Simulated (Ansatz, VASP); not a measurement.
This is a calculation of HfO2 for VASP 6.6.1.

Contents of INCAR:

```
ALGO = Normal ; EDIFF = 1E-7
ENCUT = 520 ; GGA = RP
ISIF = 2 ; ISMEAR = -1
LASPH = T ; LCHARG = F
LREAL = F ; LWAVE = F
NBANDS = 56 ; NELM = 80
PREC = Accurate ; SIGMA = 0.05
```

File KPOINTS:

```
k-points
0
Gamma
  5 6 5
```

Contents of POSCAR:

```
HfO2
1.0
    5.2540303499      0.0000000000      0.0000000000
    0.0000000000      5.0379087863      0.0000000000
    0.0000000000      0.0000000000      5.0660150614
Hf O
4 8
Direct
    0.9669940000      0.7325208200      0.7414403500
    0.5330060000      0.7325208200      0.2414403500
    0.4669940000      0.2674791800      0.7414403500
    0.0330060000      0.2674791800      0.2414403500
    0.6321274500      0.9286454000      0.8792672600
    0.8678725500      0.9286454000      0.3792672600
    0.2339485200      0.5398830500      0.4922923900
    0.2660514800      0.5398830500      0.9922923900
    0.7660514800      0.4601169500      0.9922923900
    0.7339485200      0.4601169500      0.4922923900
    0.1321274500      0.0713546000      0.8792672600
    0.3678725500      0.0713546000      0.3792672600
```

Potentials or basis: VASP PAW PBE potentials, release 64 (Hf_pv, O).

Run with:

```console
$ cat potpaw_PBE.64/Hf_pv/POTCAR potpaw_PBE.64/O/POTCAR > POTCAR
$ mpirun -np 1 vasp_std > vasp.out
```

Problem. Translate it to Ansatz 0.2.0. Potentials there: Ansatz PAW.

Solution. As run (the cutoff follows the program's own potentials):

Contents of input.yaml:

```yaml
crystal:
  lattice:
    - [5.2540303499, 0.0, 0.0]
    - [0.0, 5.0379087863, 0.0]
    - [0.0, 0.0, 5.0660150614]
  atoms:
    - { symbol: Hf, position: [0.966994, 0.73252082, 0.74144035] }
    - { symbol: Hf, position: [0.533006, 0.73252082, 0.24144035] }
    - { symbol: Hf, position: [0.466994, 0.26747918, 0.74144035] }
    - { symbol: Hf, position: [0.033006, 0.26747918, 0.24144035] }
    - { symbol: O, position: [0.63212745, 0.9286454, 0.87926726] }
    - { symbol: O, position: [0.86787255, 0.9286454, 0.37926726] }
    - { symbol: O, position: [0.23394852, 0.53988305, 0.49229239] }
    - { symbol: O, position: [0.26605148, 0.53988305, 0.99229239] }
    - { symbol: O, position: [0.76605148, 0.46011695, 0.99229239] }
    - { symbol: O, position: [0.73394852, 0.46011695, 0.49229239] }
    - { symbol: O, position: [0.13212745, 0.0713546, 0.87926726] }
    - { symbol: O, position: [0.36787255, 0.0713546, 0.37926726] }
hamiltonian:
  xc: rpbe
  pseudopotentials: { kind: paw }
kpoints:
  mp_grid: { grid: [5, 6, 5] }
scf:
  occupations: { method: fermi_dirac, width: 0.05 }
output:
  forces: true
  stress: true
  eigenvalues: true
```

Potentials or basis: Ansatz PAW.

Command:

```console
$ ansatz run input.yaml --threads 2 --pin off --max-ram 5120MiB --backend cpu --events-out ev --progress --plain --runs-dir out
```

Both were run:

|  | VASP | Ansatz | Ansatz less VASP |
| --- | --- | --- | --- |
| gap on the k mesh at the Fermi level (eV) | 4.45 | 4.50 | +0.050 |
| least direct gap on the mesh (eV) | 4.64 | 4.69 | +0.043 |
| pressure (GPa) | 6.0 | 9.4 | +3.41 |
| traceless stress, the component that is largest in VASP (GPa) | 0.04 | 0.12 | +0.077 |
| rms of the force components (eV/Å) | 0.018 | 0.036 | +0.0174 |

VASP's potentials were made for PBE, not for RPBE. Atom by atom the forces differ by 0.028 eV/Å (rms over components). VASP's potentials hold 88 valence electrons a cell and Ansatz's 152, so a difference there can come from the potentials and not from the codes.

Neither program's run includes spin-orbit coupling. Noted on Ansatz's run: odd divisions of the mesh miss points on the zone boundary, where band edges often lie, so the gap on the mesh can be too wide.
